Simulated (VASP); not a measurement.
Cr, 1 atom in the cell. The structure is cubic, space group Im-3m (No. 229). The conventional cell has a = 2.929 Å, b = 2.929 Å, c = 2.929 Å, α = 90.00°, β = 90.00°, γ = 90.00°. Within 3.3 Å of Cr (site symmetry m-3m) lie 14 Cr at 2.54 to 2.93 Å.  This cell differs from its parent crystal: volume scaled by 0.96.

| Item | Value |
| --- | --- |
| Program | VASP 6.6.1 |
| Task | single point |
| Functional | PBEsol |
| Potentials or basis | VASP PAW PBE potentials, release 64 (Cr_pv) |
| Cutoff | 520 eV |
| k mesh | 12 × 12 × 12 |
| Occupations | fermi-dirac, width 0.05 eV |
| Spin | collinear spin, ferromagnetic start |
| Starting moments | [3.0] μB |
| Dipole correction | no |
| Further INCAR settings | ALGO = Normal; EDIFF = 1e-07; NBANDS = 16 |

Potentials or basis: VASP PAW PBE potentials, release 64 (Cr_pv).

The run is started by

```sh
$ cat potpaw_PBE.64/Cr_pv/POTCAR > POTCAR
$ mpirun -np 1 vasp_std > vasp.out
```

Hardware: 1 thread of Intel Xeon 8259CL (shared host).

Problem. How long does it take, and how much memory?

Solution. Run time: 43 s on 1 thread of Intel Xeon 8259CL, with other jobs on the host, peak memory 0.15 GiB. Counts: scf iterations 14, k points 72.
